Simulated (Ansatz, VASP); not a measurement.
## BN in VASP and in Ansatz

INCAR

```
SYSTEM = BN
  PREC = Accurate
  ENCUT = 520
  EDIFF = 1E-6
  ISMEAR = 0
  SIGMA = 0.05
  LREAL = .FALSE.
  LASPH = .TRUE.
  NELM = 80
  ALGO = Normal
  ISIF = 2
  LWAVE = .FALSE.
  LCHARG = .FALSE.
  GGA = PE
  NBANDS = 11
```

File KPOINTS:

```
regular mesh
0
G
  12 12 12
  0 0 0
```

Contents of POSCAR:

```
BN
1.0
   -0.2038943003      1.9075444542      1.8123937807
    1.8123937807     -0.2038943003      1.8123937807
    1.6084994804      1.7036501539      0.0000000000
B N
1 1
Direct
    0.0000000000      0.0000000000      0.0000000000
    0.7500000000      0.7500000000      0.7500000000
```

Input for Ansatz:

```yaml
crystal:
  lattice:
    - [-0.2038943003, 1.9075444542, 1.8123937807]
    - [1.8123937807, -0.2038943003, 1.8123937807]
    - [1.6084994804, 1.7036501539, 0.0]
  atoms:
    - { symbol: B, position: [0.0, 0.0, 0.0] }
    - { symbol: "N", position: [0.75, 0.75, 0.75] }
basis:
  ecutwfc: 520.0
kpoints:
  mp_grid: { grid: [12, 12, 12] }
hamiltonian:
  xc: pbe
scf:
  occupations: { method: gaussian, width: 0.05 }
output:
  forces: true
  stress: true
  eigenvalues: true
  write_density: true
  write_potential: true
  elf: true
  volumetric_format: npy
```

Change from the starting cell: engineering shear strain xz -0.2250, normal strain along z +0.0525.

Alike in both runs: task single point; functional PBE; k mesh 12 × 12 × 12; occupations gaussian, width 0.05 eV; no spin polarisation.

|  | VASP | Ansatz |
| --- | --- | --- |
| version | VASP 6.6.1 | Ansatz 0.2.0 |
| potentials or method | VASP PAW PBE potentials, release 64 (B, N), cutoff 520 eV | scalar-relativistic, plane waves, PAW |
| valence electrons in the cell | 8 | 8 |

```csv
,VASP,Ansatz,Ansatz less VASP
gap on the k mesh at the Fermi level (eV),2.01,2.02,+0.007
least direct gap on the mesh (eV),4.53,4.53,-0.005
pressure (GPa),2.9,2.7,-0.20
"traceless stress, the component that is largest in VASP (GPa)",86.61,86.16,-0.454
rms of the force components (eV/Å),0.000,0.016,+0.0155
```

Atom by atom the forces differ by 0.016 eV/Å (rms over components). The functional is the same, so the differences come from potentials, cutoffs and numerics.
